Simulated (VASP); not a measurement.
Set up this calculation in VASP 6.6.1, as the native input.

| Quantity | Value |
| --- | --- |
| Task | single point |
| Functional | LDA |
| Potentials or basis | VASP PAW LDA potentials, release 64 (Au) |
| Cutoff | 520 eV |
| k mesh | 13 × 13 × 13 |
| Occupations | fermi-dirac, width 0.05 eV |
| Spin | no spin polarisation |
| Dipole correction | no |
| Further INCAR settings | ALGO = Normal; EDIFF = 1e-06; NBANDS = 18 |

The structure of Au lies in POSCAR:

```
Au
1.0
    0.0000000000      3.1838123396      3.1838123396
    3.1838123396      0.0000000000      3.1838123396
    3.1838123396      3.1838123396      0.0000000000
Au
2
Direct
   -0.1250000000     -0.1250000000     -0.1250000000
    0.1250000000      0.1250000000      0.1250000000
```

This isn't the form of Au at room conditions, which is fcc.

One way to write it, as run:

INCAR

```
PREC = Accurate ; ENCUT = 520
EDIFF = 1E-6 ; ISMEAR = -1
SIGMA = 0.05 ; LREAL = False
LASPH = True ; NELM = 80
ALGO = Normal ; ISIF = 2
LWAVE = False ; LCHARG = False
NBANDS = 18
```

KPOINTS

```
regular mesh
0
Gamma
  13 13 13
```

Potentials or basis: VASP PAW LDA potentials, release 64 (Au).

The run is started by

```sh
$ cat potpaw_LDA.64/Au/POTCAR > POTCAR
$ mpirun -np 1 vasp_std > vasp.out
```

Results of the run:

```yaml
Pressure: -8.9 GPa
Band_gap_on_the_k_mesh: zero (bands 11 and 12 overlap by 0.45 eV)
```

Caveat: the cell stands under tension; spin-orbit coupling is left out, which moves the levels of the heavy elements.

Run time: 55 s on 1 thread of AMD EPYC 9R45 96-Core Processor (Zen 5) (shared host), peak memory 0.19 GiB.
